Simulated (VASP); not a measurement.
A run of VASP 6.6.1 is set up as follows.

File POSCAR:

```
Al3Cu
1.0
    3.8891206735      0.0000000000      0.0000000000
    0.0000000000      3.8891206735      0.0000000000
    0.0000000000      0.0000000000      3.8891206735
Al Cu
3 1
Direct
    0.0000000000      0.5000000000      0.5000000000
    0.5000000000      0.0000000000      0.5000000000
    0.5000000000      0.5000000000      0.0000000000
    0.0000000000      0.0000000000      0.0000000000
```

Contents of INCAR.step1:

```
SYSTEM = Al3Cu
PREC = Accurate
ENCUT = 520
ISMEAR = 0
SIGMA = 0.1
LREAL = .FALSE.
LASPH = .TRUE.
NELM = 60
NBANDS = 18
GGA = PE
ALGO = Normal
EDIFF = 1E-4
LWAVE = .TRUE.
LCHARG = .FALSE.
```

File INCAR.step2:

```
SYSTEM = Al3Cu
PREC = Accurate
ENCUT = 520
EDIFF = 1E-7
ISMEAR = 0
SIGMA = 0.1
LREAL = .FALSE.
LASPH = .TRUE.
NELM = 60
ALGO = Normal
ISIF = 2
LWAVE = .FALSE.
LCHARG = .FALSE.
METAGGA = R2SCAN
LMIXTAU = .TRUE.
NBANDS = 18
ISTART = 1
```

KPOINTS

```
regular mesh
0
G
  12 12 12
  0 0 0
```

Potentials or basis: VASP PAW PBE potentials, release 64 (Al, Cu).

Launch:

```console
$ cat potpaw_PBE.64/Al/POTCAR potpaw_PBE.64/Cu/POTCAR > POTCAR
$ cp INCAR.step1 INCAR
$ mpirun -np 1 vasp_std > vasp.out
$ cp INCAR.step2 INCAR
$ mpirun -np 1 vasp_std > vasp.out
```

Question: Estimate the band gap on the k mesh.

Answer: Zero (band 10 reaches 10.76 eV, above the bottom of band 11 at 6.56 eV).

Question: What does it give for the pressure?

Answer: -0.1 GPa.

Caveat: the PAW data sets were made with another functional, which shifts forces and pressure a little.
